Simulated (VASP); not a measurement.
Wanted: the native input for a VASP 6.6.1 run.

* Task: single point
* Functional: r2SCAN
* Potentials or basis: VASP PAW PBE potentials, release 64 (Cd, S)
* Cutoff: 520 eV
* k mesh: 8 × 8 × 8
* Occupations: gaussian, width 0.05 eV
* Spin: no spin polarisation
* Dipole correction: no
* Further INCAR settings: ALGO = Normal; EDIFF = 1e-06; NBANDS = 16

Crystal: CdS.

```
CELL_PARAMETERS angstrom
0.00000 2.70427 2.70427
2.70427 0.00000 2.70427
2.70427 2.70427 0.00000
ATOMIC_POSITIONS crystal
Cd 0.99788 0.00212 0.00212
S 0.50744 0.49256 0.49256
```

One way to write it, as run:

POSCAR

```
CdS
1.0
    0.0000000000      2.7042729036      2.7042729036
    2.7042729036      0.0000000000      2.7042729036
    2.7042729036      2.7042729036      0.0000000000
Cd S
1 1
Direct
   -0.0021230927      0.0021230927      0.0021230927
    0.5074443337      0.4925556663      0.4925556663
```

INCAR.step1

```
PREC     = Accurate       # precision mode
ENCUT    = 520            # plane-wave cutoff, eV
ISMEAR   = 0              # smearing method
SIGMA    = 0.05           # smearing width, eV
LREAL    = False          # projectors in reciprocal space
LASPH    = True           # aspherical terms in the spheres
NELM     = 60             # most SCF steps
NBANDS   = 16             # bands
GGA      = PE             # functional
ALGO     = Normal         # electronic algorithm
EDIFF    = 1E-4           # SCF threshold, eV
LWAVE    = True           # write WAVECAR
LCHARG   = False          # write CHGCAR
```

INCAR.step2

```
PREC     = Accurate       # precision mode
ENCUT    = 520            # plane-wave cutoff, eV
EDIFF    = 1E-6           # SCF threshold, eV
ISMEAR   = 0              # smearing method
SIGMA    = 0.05           # smearing width, eV
LREAL    = False          # projectors in reciprocal space
LASPH    = True           # aspherical terms in the spheres
NELM     = 60             # most SCF steps
ALGO     = Normal         # electronic algorithm
ISIF     = 2              # what is computed and relaxed
LWAVE    = False          # write WAVECAR
LCHARG   = False          # write CHGCAR
METAGGA  = R2SCAN         # meta-GGA
LMIXTAU  = True         
NBANDS   = 16             # bands
ISTART   = 1
```

KPOINTS

```
regular mesh
0
Gamma
  8 8 8
```

Potentials or basis: VASP PAW PBE potentials, release 64 (Cd, S).

Launch:

```sh
$ cat potpaw_PBE.64/Cd/POTCAR potpaw_PBE.64/S/POTCAR > POTCAR
$ cp INCAR.step1 INCAR
$ mpirun -np 1 vasp_std > vasp.out
$ cp INCAR.step2 INCAR
$ mpirun -np 1 vasp_std > vasp.out
```

It gave:

The pressure is 2.8 GPa and the largest force is 0.120 eV/Å. The band gap on the k mesh is 0.74 eV, indirect (least direct gap 2.53 eV).

Caveat: the PAW data sets were made with another functional, which shifts forces and pressure a little.

It took 66 s on 1 thread of Intel(R) Xeon(R) 6975P-C (Granite Rapids), with other jobs on the host, peak memory 0.19 GiB.
